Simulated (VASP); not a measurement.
Write the native input for VASP 6.6.1 that does the following.

| Item | Value |
| --- | --- |
| Task | density of states |
| Functional | PBEsol |
| Potentials or basis | VASP PAW PBE potentials, release 64 (Pb_d, Si) |
| Cutoff | 520 eV |
| k mesh | 11 × 11 × 11 |
| Occupations | fermi-dirac, width 0.08 eV |
| Spin | no spin polarisation |
| Dipole correction | no |
| k mesh for the DOS | 17 × 17 × 17 |
| Occupations for the DOS | tetrahedron |
| Further INCAR settings | ALGO = Normal; EDIFF = 1e-07 |

Crystal: SiPb (CsCl type).

```xyz
2
Lattice="3.0195 0.0000 0.0000 0.0000 3.0195 0.0000 0.0000 0.0000 3.0195" Properties=species:S:1:pos:R:3 pbc="T T T"
Pb    0.0000    0.0000    0.0000
Si    1.5097    1.5097    1.5097
```

This cell differs from its parent crystal: volume scaled by 0.6.

One way to write it, as run:

POSCAR

```
SiPb
1.0
    3.0194927285      0.0000000000      0.0000000000
    0.0000000000      3.0194927285      0.0000000000
    0.0000000000      0.0000000000      3.0194927285
Pb Si
1 1
Direct
    0.0000000000      0.0000000000      0.0000000000
    0.5000000000      0.5000000000      0.5000000000
```

INCAR.step1

```
SYSTEM = SiPb
  PREC = Accurate
  ENCUT = 520
  EDIFF = 1E-7
  ISMEAR = -1
  SIGMA = 0.08
  LREAL = .FALSE.
  LASPH = .TRUE.
  NELM = 100
  ALGO = Normal
  ISIF = 2
  LWAVE = .FALSE.
  LCHARG = .TRUE.
  GGA = PS
  NBANDS = 16
```

KPOINTS.step1

```
regular mesh
0
G
  11 11 11
  0 0 0
```

INCAR.step2

```
SYSTEM = SiPb
  PREC = Accurate
  ENCUT = 520
  EDIFF = 1E-7
  ISMEAR = -5
  SIGMA = 0.08
  LREAL = .FALSE.
  LASPH = .TRUE.
  NELM = 100
  ALGO = Normal
  ISIF = 2
  LWAVE = .FALSE.
  LCHARG = .FALSE.
  GGA = PS
  LORBIT = 11
  NEDOS = 1001
  ICHARG = 11
```

KPOINTS.step2

```
regular mesh
0
G
  17 17 17
  0 0 0
```

Potentials or basis: VASP PAW PBE potentials, release 64 (Pb_d, Si).

Run with:

```sh
$ cat potpaw_PBE.64/Pb_d/POTCAR potpaw_PBE.64/Si/POTCAR > POTCAR
$ cp INCAR.step1 INCAR
$ cp KPOINTS.step1 KPOINTS
$ mpirun -np 1 vasp_std > vasp.out
$ cp INCAR.step2 INCAR
$ cp KPOINTS.step2 KPOINTS
$ mpirun -np 1 vasp_std > vasp.out
```

Results of the run:

```
Valence electrons inside the program's atomic spheres : Pb 12.61; Si 1.79
```

Caveat: the bands computed are all filled at some k points, so no gap is given; spin-orbit coupling is left out, which moves the levels of the heavy elements.

Wall time 24 s on 1 thread of Intel(R) Xeon(R) Platinum 8488C (Sapphire Rapids), on a shared host, peak memory 0.18 GiB.
